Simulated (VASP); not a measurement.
# C (Fd-3m) in VASP: single point with PBEsol

Aim: the single point of C with PBEsol.

Everything below comes from runs of VASP 6.6.1. Logs are shortened: lines on timing, memory, paths and dates and some standing lists are left out, and cuts for length are marked.

## (1) The cell of the first run

It takes space group Fd-3m (No. 227, cubic). Conventional cell: a = 3.554 Å, b = 3.554 Å, c = 3.554 Å, α = 90.00°, β = 90.00°, γ = 90.00°. Within 2.1 Å of C (site symmetry -43m) lie 4 C at 1.54 Å.

## (2) Single point, PBEsol

Contents of INCAR:

```
PREC     = Accurate       # precision mode
ENCUT    = 520            # plane-wave cutoff, eV
EDIFF    = 1E-7           # SCF threshold, eV
ISMEAR   = -1             # smearing method
SIGMA    = 0.05           # smearing width, eV
LREAL    = Auto         
LASPH    = T              # aspherical terms in the spheres
NELM     = 80             # most SCF steps
ALGO     = Normal         # electronic algorithm
ISIF     = 2              # what is computed and relaxed
LWAVE    = F              # write WAVECAR
LCHARG   = F              # write CHGCAR
GGA      = PS             # functional
NBANDS   = 326            # bands
```

Contents of KPOINTS:

```
Automatic mesh
0
Gamma
  1 1 1
```

Contents of POSCAR:

```
C
1.0
    0.0000000000      7.1076060000      7.1076060000
    7.1076060000      0.0000000000      7.1076060000
    7.1076060000      7.1076060000      0.0000000000
C
128
Direct
    0.0000000000      0.0000000000      0.0000000000
    0.5000000000      0.0000000000      0.0000000000
    0.0000000000      0.5000000000      0.0000000000
    0.0000000000      0.0000000000      0.5000000000
    0.2500000000      0.2500000000      0.2500000000
    0.5000000000      0.5000000000      0.0000000000
[... 120 lines left out ...]
    0.0625000000      0.8125000000      0.8125000000
    0.5625000000      0.8125000000      0.8125000000
```

Potentials or basis: VASP PAW PBE potentials, release 64 (C).

Command:

```sh
> cat potpaw_PBE.64/C/POTCAR > POTCAR
> mpirun -np 1 vasp_gam > vasp.out
```

OUTCAR:

```text
PREC = Accurate
   ENCUT = 520
   EDIFF = 1E-7
   ISMEAR = -1
   LREAL = Auto
   LASPH = T
   NELM = 80
   ISIF = 2
   GGA = PS

 ion  position               nearest neighbor table
   1  0.000  0.000  0.000-  17 1.54  55 1.54  85 1.54 114 1.54
   2  0.500  0.000  0.000-  18 1.54  59 1.54  88 1.54 113 1.54
   3  0.000  0.500  0.000-  19 1.54  61 1.54  81 1.54 119 1.54
   4  0.000  0.000  0.500-  20 1.54  49 1.54  93 1.54 120 1.54
   5  0.250  0.250  0.250-  21 1.54  50 1.54  82 1.54 115 1.54
   6  0.500  0.500  0.000-  22 1.54  63 1.54  83 1.54 116 1.54
[... 120 lines left out ...]
 127  0.062  0.812  0.812-  15 1.54  39 1.54  69 1.54 111 1.54
 128  0.562  0.812  0.812-  16 1.54  43 1.54  72 1.54 112 1.54

  LATTYP: Found a face centered cubic cell.
 ALAT       =    14.2152120000

  Lattice vectors:

 A1 = (   0.0000000000,   7.1076060000,   7.1076060000)
 A2 = (   7.1076060000,   0.0000000000,   7.1076060000)
 A3 = (   7.1076060000,   7.1076060000,   0.0000000000)

Analysis of symmetry for initial positions (statically):
=====================================================================
 Subroutine PRICEL returns following result:

  LATTYP: Found a face centered cubic cell.
 ALAT       =     3.5538030000

  Lattice vectors:

 A1 = (   0.0000000000,   1.7769015000,   1.7769015000)
 A2 = (   1.7769015000,   0.0000000000,   1.7769015000)
 A3 = (   1.7769015000,   1.7769015000,   0.0000000000)

  64 primitive cells build up your supercell.

 Routine SETGRP: Setting up the symmetry group for a
 face centered cubic supercell.

 Subroutine GETGRP returns: Found 48 space group operations
 (whereof 24 operations were pure point group operations)
 out of a pool of 48 trial point group operations.

The static configuration has the point symmetry T_d .
 The point group associated with its full space group is O_h .

Analysis of symmetry for dynamics (positions and initial velocities):
=====================================================================
 Subroutine PRICEL returns following result:

  LATTYP: Found a face centered cubic cell.
 ALAT       =     3.5538030000

  Lattice vectors:

 A1 = (   0.0000000000,   1.7769015000,   1.7769015000)
 A2 = (   1.7769015000,   0.0000000000,   1.7769015000)
 A3 = (   1.7769015000,   1.7769015000,   0.0000000000)

  64 primitive cells build up your supercell.

 Routine SETGRP: Setting up the symmetry group for a
 face centered cubic supercell.

 Subroutine GETGRP returns: Found 48 space group operations
 (whereof 24 operations were pure point group operations)
 out of a pool of 48 trial point group operations.

The dynamic configuration has the point symmetry T_d .
 The point group associated with its full space group is O_h .

 Subroutine INISYM returns: Found 48 space group operations
 (whereof 24 operations are pure point group operations),
 and found    64 'primitive' translations

----------------------------------------------------------------------------------------

                                     Primitive cell

  volume of cell :      11.2207

  direct lattice vectors                    reciprocal lattice vectors
     0.000000000  1.776901500  1.776901500    -0.281388698  0.281388698  0.281388698
     1.776901500  0.000000000  1.776901500     0.281388698 -0.281388698  0.281388698
     1.776901500  1.776901500  0.000000000     0.281388698  0.281388698 -0.281388698

  length of vectors
     2.512918200  2.512918200  2.512918200     0.487379522  0.487379522  0.487379522

  position of ions in fractional coordinates (direct lattice)
     0.000000000  0.000000000  0.000000000
     0.250000000  0.250000000  0.250000000

  ion indices of the primitive-cell ions
   primitive index   ion index
                 1           1
                 2          17

----------------------------------------------------------------------------------------

 KPOINTS: Automatic mesh

Automatic generation of k-mesh.
 Grid dimensions read from file:
 generate k-points for:    1    1    1

 Generating k-lattice:

  Cartesian coordinates                     Fractional coordinates (reciprocal lattice)
    -0.070347175  0.070347175  0.070347175     1.000000000  0.000000000  0.000000000
     0.070347175 -0.070347175  0.070347175     0.000000000  1.000000000  0.000000000
     0.070347175  0.070347175 -0.070347175     0.000000000  0.000000000  1.000000000

  Length of vectors
     0.121844881  0.121844881  0.121844881

  Shift w.r.t. Gamma in fractional coordinates (k-lattice)
     0.000000000  0.000000000  0.000000000

 Subroutine IBZKPT returns following result:
 ===========================================

 Found      1 irreducible k-points:

 Following reciprocal coordinates:
            Coordinates               Weight
  0.000000  0.000000  0.000000      1.000000
   k-points           NKPTS =      1   k-points in BZ     NKDIM =      1   number of bands    NBANDS=    326
   number of dos      NEDOS =    301   number of ions     NIONS =    128
   total plane-waves  NPLWV = 512000
   dimension x,y,z NGX =    80 NGY =   80 NGZ =   80
   dimension x,y,z NGXF=   160 NGYF=  160 NGZF=  160
   ions per type =             128
   NGX,Y,Z   is equivalent  to a cutoff of  13.23, 13.23, 13.23 a.u.
   NGXF,Y,Z  is equivalent  to a cutoff of  26.46, 26.46, 26.46 a.u.
 SYSTEM =  unknown system
   PREC   = accura    normal or accurate (medium, high low for compatibility)
   ISTART =      0    job   : 0-new  1-cont  2-samecut
   ICHARG =      2    charge: 1-file 2-atom 10-const
   ISPIN  =      1    spin polarized calculation?
   LNONCOLLINEAR =      F non collinear calculations
   LSORBIT =      F    spin-orbit coupling
   LASPH  =      T    aspherical Exc in radial PAW
   ENCUT  =  520.0 eV  38.22 Ry    6.18 a.u.  18.69 18.69 18.69*2*pi/ulx,y,z
   NELM   =     80;   NELMIN=  2; NELMDL= -5     # of ELM steps
   EDIFF  = 0.1E-06   stopping-criterion for ELM
   LREAL  =      T    real-space projection
   EDIFFG = 0.1E-05   stopping-criterion for IOM
   NSW    =      0    number of steps for IOM
   IBRION =     -1    ionic relax: 0-MD 1-quasi-New 2-CG
   NFREE  =      0    steps in history (QN), initial steepest desc. (CG)
   ISIF   =      2    stress and relaxation
   ISYM   =      2    0-nonsym 1-usesym 2-fastsym
   POTIM  = 0.5000    time-step for ionic-motion
   TEBEG  =    0.0;   TEEND  =   0.0 temperature during run
   PSTRESS=    0.0 pullay stress
   NELECT =     512.0000    total number of electrons
   NUPDOWN=      -1.0000    fix difference up-down
   EMIN   =  10.00;   EMAX   =-10.00  energy-range for DOS
   EFERMI =   0.00;   METHOD = LEGACY
   ISMEAR =    -1;   SIGMA  =   0.05  broadening in eV -4-tet -1-fermi 0-gaus
   EFERMI_NEDOS =   21; number of points for ismear=-14 and -15
   IALGO  =     38    algorithm
   IMIX   =      4    mixing-type and parameters
     AMIX     =   0.40;   BMIX     =  1.00
     AMIX_MAG =   1.60;   BMIX_MAG =  1.00
  volume/ion in A,a.u.               =       5.61        37.86
  Fermi-wavevector in a.u.,A,eV,Ry     =   1.462508  2.763739 29.101890  2.138929
  Thomas-Fermi vector in A             =   2.578713
   LORBIT       =      0    0 simple, 1 ext, 2 COOP (PROOUT), +10 PAW based schemes
   GGA     = PS    functional components
   LHFCALC =     F    Hartree Fock is set to
   AEXX    =    0.0000 exact exchange contribution
   IVDW    =     0    specifies the selected vdW correction
   LEPSILON=     F    determine dielectric tensor
   LRPA    =     F    only Hartree local field effects (RPA)
 non-spin polarized calculation
  energy-cutoff  :      520.00
  volume of cell :      718.12
 maximum number of plane-waves:      9670
 NGX is ok and might be reduce to    80
   NGX = 37   NGY = 37   NGZ = 37

 number of electron     511.9999930 magnetization

 Free energy of the ion-electron system (eV)
  ---------------------------------------------------
  ext. energy  EPLUGINS =         0.00000000
  ---------------------------------------------------
  free energy    TOTEN  =     -1223.24022006 eV

  energy without entropy =    -1223.24022006  energy(sigma->0) =    -1223.24022006

 E-fermi :  11.1798     XC(G=0): -13.4757

 val. band max:        9.9012952281   @ k =   0.0000   0.0000   0.0000
 cond. band min:      14.2604252505   @ k =   0.0000   0.0000   0.0000
 fundamental gap:      4.3591300224
 Fermi energy:        11.1798022470

 k-point     1 :       0.0000    0.0000    0.0000
  band No.  band energies     occupation
      1     -11.7826      2.00000
      2     -10.0478      2.00000
      3     -10.0478      2.00000
      4     -10.0478      2.00000
      5     -10.0478      2.00000
      6     -10.0478      2.00000
[... 260 lines left out ...]
    267      14.5054      0.00000
    268      14.5054      0.00000
 [bands above 268 left out]

------------------------ aborting loop because EDIFF is reached ----------------------------------------

  FORCE on cell =-STRESS in cart. coord.  units (eV):
  Direction    XX          YY          ZZ          XY          YZ          ZX
  --------------------------------------------------------------------------------------
  -------------------------------------------------------------------------------------
  Total       10.2766602     10.2766602     10.2766602     -0.0000000     -0.0000000      0.0000000
  in kB       22.9278085     22.9278085     22.9278085     -0.0000000     -0.0000000      0.0000000
  external PRESSURE =      22.9278085 kB  Pullay stress =       0.0000000 kB

 VOLUME and BASIS-vectors are now :
 -----------------------------------------------------------------------------
  energy-cutoff  :      520.00
  volume of cell :      718.12
      direct lattice vectors                 reciprocal lattice vectors
     0.000000000  7.107606000  7.107606000    -0.070347175  0.070347175  0.070347175
     7.107606000  0.000000000  7.107606000     0.070347175 -0.070347175  0.070347175
     7.107606000  7.107606000  0.000000000     0.070347175  0.070347175 -0.070347175

 POSITION                                       TOTAL-FORCE (eV/Angst)
 -----------------------------------------------------------------------------------
      0.00000      0.00000      0.00000         0.000000      0.000000      0.000000
      0.00000      3.55380      3.55380         0.000000      0.000000      0.000000
      3.55380      0.00000      3.55380         0.000000      0.000000      0.000000
      3.55380      3.55380      0.00000         0.000000     -0.000000      0.000000
      3.55380      3.55380      3.55380         0.000000      0.000000      0.000000
      3.55380      3.55380      7.10761         0.000000      0.000000      0.000000
[... 120 lines left out ...]
     11.54986      6.21916      6.21916        -0.000000      0.000000     -0.000000
     11.54986      9.77296      9.77296        -0.000000      0.000000     -0.000000
 -----------------------------------------------------------------------------------
    total drift:                               -0.000000     -0.000000     -0.000000

  FREE ENERGIE OF THE ION-ELECTRON SYSTEM (eV)
  ---------------------------------------------------
  free  energy   TOTEN  =     -1223.2402200581 eV

  energy  without entropy=    -1223.2402200580  energy(sigma->0) =    -1223.24022006
```

It took 6.6 min on 1 thread of AMD EPYC 7R13 (Zen 3), shared host; peak memory 0.87 GiB.

Results:

```
Free energy            : -1223.2402 eV
Pressure               : 2.3 GPa
Band gap on the k mesh : 4.36 eV
```

Levels at points of the mesh, in eV from the valence-band top:
```csv
k point,band 254,band 255,band 256,band 257,band 258,band 259
"(0.00, 0.00, 0.00)",0.00,0.00,0.00,4.36,4.36,4.36
```

Caveat: the k points lie up to 0.77 Å⁻¹ apart; the PAW data sets were made with another functional, which shifts forces and pressure a little; an odd mesh through Γ misses points on the zone boundary, where band edges can lie.
